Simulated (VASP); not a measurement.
Input of a VASP 6.6.1 run:

INCAR

```
SYSTEM = H
  PREC = Accurate
  ENCUT = 520
  EDIFF = 1E-6
  ISMEAR = 0
  SIGMA = 0.02
  LREAL = .FALSE.
  LASPH = .TRUE.
  NELM = 80
  ALGO = Normal
  ISIF = 2
  LWAVE = .FALSE.
  LCHARG = .FALSE.
  GGA = PE
  NBANDS = 10
```

File KPOINTS:

```
regular mesh
0
G
  8 8 4
  0 0 0
```

POSCAR

```
H
1.0
    1.7374989397     -2.7904550707      0.0000000000
    1.7374989397      2.7904550707      0.0000000000
    0.0000000000      0.0000000000      6.6406777166
H
4
Direct
    0.5551246354      0.4448753646      0.9676556796
    0.4448753646      0.5551246354      0.0323443204
    0.4448753646      0.5551246354      0.4676556796
    0.5551246354      0.4448753646      0.5323443204
```

Potentials or basis: VASP PAW PBE potentials, release 64 (H).

Command:

```bash
$ cat potpaw_PBE.64/H/POTCAR > POTCAR
$ mpirun -np 1 vasp_std > vasp.out
```

What does it give for the band gap on the k mesh?

8.72 eV, indirect (least direct gap 8.87 eV).

Estimate the largest force.

0.011 eV/Å.

Forces on the atoms (eV/Å):
```
H    0.000  0.009  0.006
H    0.000 -0.009 -0.006
H    0.000 -0.009  0.006
H    0.000  0.009 -0.006
```

 A k mesh can miss the band edges.
